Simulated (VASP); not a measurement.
# GaN (Cmc2_1) in VASP: relaxation of the atoms with PBE

Aim: the relaxation of the atoms of GaN with PBE.

Program: VASP 6.6.1. These are calculated values, not measurements. Logs are shortened: lines on timing, memory, paths and dates and some standing lists are left out, and cuts for length are marked.

**1. The cell of the first run**

Symmetry: Cmc2_1, No. 36, orthorhombic system. Conventional cell: a = 3.208 Å, b = 5.490 Å, c = 5.185 Å, α = 90.00°, β = 90.00°, γ = 90.00°. Within 2.6 Å of Ga (site symmetry m) lie 4 N at 1.94 to 1.95 Å. Within 2.6 Å of N (site symmetry m) lie 4 Ga at 1.94 to 1.95 Å.

**2. Relaxation of the atoms, PBE**

Contents of INCAR:

```
SYSTEM = GaN
PREC = Accurate
ENCUT = 520
EDIFF = 1E-6
ISMEAR = 0
SIGMA = 0.05
LREAL = .False.
LASPH = .True.
NELM = 100
ALGO = Normal
ISIF = 2
LWAVE = .False.
LCHARG = .False.
GGA = PE
IBRION = 2
NSW = 80
EDIFFG = -0.003
```

Contents of KPOINTS:

```
regular mesh
0
Gamma
  8 8 5
  0 0 0
```

Contents of POSCAR:

```
GaN
1.0
    3.2081340000      0.0000000000      0.0000000000
   -1.6040670000      2.7451844800      0.0000000000
    0.0000000000      0.0000000000      5.1850000000
Ga N
2 2
Direct
    0.3333333333      0.6666666667      0.0000000000
    0.6666666667      0.3333333333      0.5000000000
    0.3333333333      0.6666666667      0.3770000000
    0.6666666667      0.3333333333      0.8770000000
```

Potentials or basis: VASP PAW PBE potentials, release 64 (Ga_d, N).

Started as:

```console
> cat potpaw_PBE.64/Ga_d/POTCAR potpaw_PBE.64/N/POTCAR > POTCAR
> mpirun -np 1 vasp_std > vasp.out
```

OUTCAR:

```text
SYSTEM = GaN
   PREC = Accurate
   ENCUT = 520
   EDIFF = 1E-6
   ISMEAR = 0
   LREAL = .False.
   LASPH = .True.
   NELM = 100
   ISIF = 2
   GGA = PE
   IBRION = 2
   NSW = 80
   EDIFFG = -0.003

 ion  position               nearest neighbor table
   1  0.333  0.667  0.000-   4 1.94   4 1.95   4 1.95   3 1.95
   2  0.667  0.333  0.500-   3 1.94   3 1.95   3 1.95   4 1.95
   3  0.333  0.667  0.377-   2 1.94   2 1.95   2 1.95   1 1.95
   4  0.667  0.333  0.877-   1 1.94   1 1.95   1 1.95   2 1.95

  Warning from LATTYP: Monoclinic adjustment (A1->A3, A2->A1, A3->A2)!
  LATTYP: Found a base centered orthorhombic cell.
 ALAT       =     3.2081340000
 B/A-ratio  =     1.7113901601
 C/A-ratio  =     1.6162043107

  Lattice vectors:

 A1 = (   1.6040670000,  -2.7451844800,   0.0000000000)
 A2 = (   1.6040670000,   2.7451844800,   0.0000000000)
 A3 = (   0.0000000000,   0.0000000000,   5.1850000000)

Analysis of symmetry for initial positions (statically):
=====================================================================
 Subroutine PRICEL returns:
 Original cell was already a primitive cell.

 Routine SETGRP: Setting up the symmetry group for a
 base centered orthorhombic supercell.

 Subroutine GETGRP returns: Found  4 space group operations
 (whereof  2 operations were pure point group operations)
 out of a pool of  8 trial point group operations.

The static configuration has the point symmetry C_1h.
 The point group associated with its full space group is C_2v.

Analysis of symmetry for dynamics (positions and initial velocities):
=====================================================================
 Subroutine PRICEL returns:
 Original cell was already a primitive cell.

 Routine SETGRP: Setting up the symmetry group for a
 base centered orthorhombic supercell.

 Subroutine GETGRP returns: Found  4 space group operations
 (whereof  2 operations were pure point group operations)
 out of a pool of  8 trial point group operations.

The dynamic configuration has the point symmetry C_1h.
 The point group associated with its full space group is C_2v.

 Subroutine INISYM returns: Found  4 space group operations
 (whereof  2 operations are pure point group operations),
 and found     1 'primitive' translations

----------------------------------------------------------------------------------------

                                     Primitive cell

  volume of cell :      45.6639
[... 101 lines left out ...]
   POTIM  = 0.5000    time-step for ionic-motion
   TEBEG  =    0.0;   TEEND  =   0.0 temperature during run
   PSTRESS=    0.0 pullay stress
   NELECT =      36.0000    total number of electrons
   NUPDOWN=      -1.0000    fix difference up-down
   EMIN   =  10.00;   EMAX   =-10.00  energy-range for DOS
   EFERMI =   0.00;   METHOD = LEGACY
   ISMEAR =     0;   SIGMA  =   0.05  broadening in eV -4-tet -1-fermi 0-gaus
   EFERMI_NEDOS =   21; number of points for ismear=-14 and -15
   IALGO  =     38    algorithm
   IMIX   =      4    mixing-type and parameters
     AMIX     =   0.40;   BMIX     =  1.00
     AMIX_MAG =   1.60;   BMIX_MAG =  1.00
  volume/ion in A,a.u.               =      11.42        77.04
  Fermi-wavevector in a.u.,A,eV,Ry     =   1.512347  2.857921 31.119149  2.287193
  Thomas-Fermi vector in A             =   2.622283
   LORBIT       =      0    0 simple, 1 ext, 2 COOP (PROOUT), +10 PAW based schemes
   GGA     = PE    functional components
   LHFCALC =     F    Hartree Fock is set to
   AEXX    =    0.0000 exact exchange contribution
   IVDW    =     0    specifies the selected vdW correction
   LEPSILON=     F    determine dielectric tensor
   LRPA    =     F    only Hartree local field effects (RPA)
 conjugate gradient relaxation of ions
 non-spin polarized calculation
 Gauss-broadening in eV      SIGMA  =   0.05
  energy-cutoff  :      520.00
  volume of cell :       45.66
 maximum number of plane-waves:      1248
   NGX = 11   NGY = 11   NGZ = 19

--------------------------------------- Ionic step        1  -------------------------------------------

 number of electron      35.9999985 magnetization

 Free energy of the ion-electron system (eV)
  ---------------------------------------------------
  ext. energy  EPLUGINS =         0.00000000
  ---------------------------------------------------
  free energy    TOTEN  =       -24.30016428 eV

  energy without entropy =      -24.30016428  energy(sigma->0) =      -24.30016428

------------------------ aborting loop because EDIFF is reached ----------------------------------------

  FORCE on cell =-STRESS in cart. coord.  units (eV):
  Direction    XX          YY          ZZ          XY          YZ          ZX
  --------------------------------------------------------------------------------------
  -------------------------------------------------------------------------------------
  Total        0.9850720      2.0316983      1.6692205      0.0000000      0.0000000      0.0000000
  in kB       34.5625472     71.2848104     58.5668013      0.0000000      0.0000000      0.0000000
  external PRESSURE =      54.8047196 kB  Pullay stress =       0.0000000 kB
[... 291 lines left out ...]
--------------------------------------- Ionic step        9  -------------------------------------------

 number of electron      35.9999985 magnetization

 Free energy of the ion-electron system (eV)
  ---------------------------------------------------
  ext. energy  EPLUGINS =         0.00000000
  ---------------------------------------------------
  free energy    TOTEN  =       -24.30113970 eV

  energy without entropy =      -24.30113970  energy(sigma->0) =      -24.30113970

 E-fermi :   5.5812     XC(G=0): -11.6723

 val. band max:        5.3556542697   @ k =   0.0000   0.0000   0.0000
 cond. band min:       7.2410003834   @ k =   0.0000   0.0000   0.0000
 fundamental gap:      1.8853461137
 Fermi energy:         5.5812383175

 k-point     1 :       0.0000    0.0000    0.0000
  band No.  band energies     occupation
      1     -10.6587      2.00000
      2      -9.7360      2.00000
      3      -8.1141      2.00000
      4      -8.1035      2.00000
      5      -8.0943      2.00000
      6      -8.0416      2.00000
[... 589 lines left out ...]
     21      12.6339      0.00000
     22      13.6328      0.00000

 [... further k-points ...]

------------------------ aborting loop because EDIFF is reached ----------------------------------------

  FORCE on cell =-STRESS in cart. coord.  units (eV):
  Direction    XX          YY          ZZ          XY          YZ          ZX
  --------------------------------------------------------------------------------------
  -------------------------------------------------------------------------------------
  Total        1.1388988      1.8676159      1.6694028      0.0000000      0.0000000      0.0000000
  in kB       39.9597646     65.5277654     58.5731958      0.0000000      0.0000000      0.0000000
  external PRESSURE =      54.6869086 kB  Pullay stress =       0.0000000 kB
[... 19 lines left out ...]
  FREE ENERGIE OF THE ION-ELECTRON SYSTEM (eV)
  ---------------------------------------------------
  free  energy   TOTEN  =       -24.3011397018 eV

  energy  without entropy=      -24.3011397018  energy(sigma->0) =      -24.30113970

 reached required accuracy - stopping structural energy minimisation
```

OSZICAR:

```text
N       E                     dE             d eps       ncg     rms          rms(c)
DAV:   1     0.278052685640E+03    0.27805E+03   -0.18583E+04  2862   0.306E+03
DAV:   2     0.617758277683E+01   -0.27188E+03   -0.26381E+03  3184   0.532E+02
DAV:   3    -0.270189157438E+02   -0.33196E+02   -0.32873E+02  3212   0.154E+02
DAV:   4    -0.283014462499E+02   -0.12825E+01   -0.12788E+01  3868   0.321E+01
[... 50 lines left out ...]
   8 F= -.24301134E+02 E0= -.24301134E+02  d E =-.222275E-04
       N       E                     dE             d eps       ncg     rms          rms(c)
DAV:   1    -0.243011296284E+02    0.46005E-05   -0.34180E-03  2850   0.461E-01    0.511E-03
DAV:   2    -0.243011395502E+02   -0.99218E-05   -0.10020E-04  3318   0.101E-01    0.272E-03
DAV:   3    -0.243011397018E+02   -0.15167E-06   -0.29509E-06  3096   0.156E-02
   9 F= -.24301140E+02 E0= -.24301140E+02  d E =-.578860E-05
```

CONTCAR:

```text
GaN
   1.00000000000000
     3.2081339999999998    0.0000000000000000    0.0000000000000000
    -1.6040669999999999    2.7451844799999998    0.0000000000000000
     0.0000000000000000    0.0000000000000000    5.1849999999999996
  Ga              N
     2     2
Direct
     0.3329675018919125    0.6659350038838340    0.0000136717512942
     0.6670324981080874    0.3340649961161660    0.5000136717512942
     0.3321441630259922    0.6642883261519933    0.3769863282487082
     0.6678558369740079    0.3357116738480068    0.8769863282487083

  0.00000000E+00  0.00000000E+00  0.00000000E+00
  0.00000000E+00  0.00000000E+00  0.00000000E+00
  0.00000000E+00  0.00000000E+00  0.00000000E+00
  0.00000000E+00  0.00000000E+00  0.00000000E+00
```

Run time: 88 s. Hardware: 1 thread of Intel Xeon Platinum 8488C (Sapphire Rapids), shared host; peak memory 0.19 GiB.

Results:

```
Free energy               : -24.3011 eV
Energy gained by relaxing : 0.2 meV/atom
Ionic steps               : 9
Pressure after relaxing   : 5.5 GPa
Band gap on the k mesh    : 1.89 eV
```

Forces on the atoms (eV/Å):
```
Ga   0.000 -0.001  0.000
Ga   0.000  0.001  0.000
N    0.000 -0.002  0.000
N    0.000  0.002  0.000
```

Stress tensor (GPa, compression positive):
```
4.00 0.00 0.00
0.00 6.55 0.00
0.00 0.00 5.86
```

The path:
| step | energy change (eV) | largest force (eV/Å) | pressure (GPa) |
| --- | --- | --- | --- |
| 1 | 0.0000 | 0.1169 | 5.48 |
| 2 | -0.0009 | 0.0281 | 5.47 |
| 3 | -0.0009 | 0.0068 | 5.47 |
| 4 | -0.0009 | 0.0104 | 5.47 |
| 5 | -0.0010 | 0.0072 | 5.48 |
| 6 | -0.0010 | 0.0066 | 5.48 |
| 7 | -0.0010 | 0.0120 | 5.45 |
| 8 | -0.0010 | 0.0086 | 5.49 |
| 9 | -0.0010 | 0.0024 | 5.47 |

Final structure:
```cif
data_structure
_symmetry_space_group_name_H-M 'P 1'
_symmetry_Int_Tables_number 1
_cell_length_a 3.2081
_cell_length_b 3.1795
_cell_length_c 5.1850
_cell_angle_alpha 90.000
_cell_angle_beta 90.000
_cell_angle_gamma 120.299
_cell_volume 45.66
loop_
_atom_site_label
_atom_site_type_symbol
_atom_site_fract_x
_atom_site_fract_y
_atom_site_fract_z
_atom_site_occupancy
Ga1 Ga 0.33297 0.66593 0.00001 1
Ga2 Ga 0.66703 0.33407 0.50001 1
N1 N 0.33214 0.66429 0.37699 1
N2 N 0.66786 0.33571 0.87699 1
```
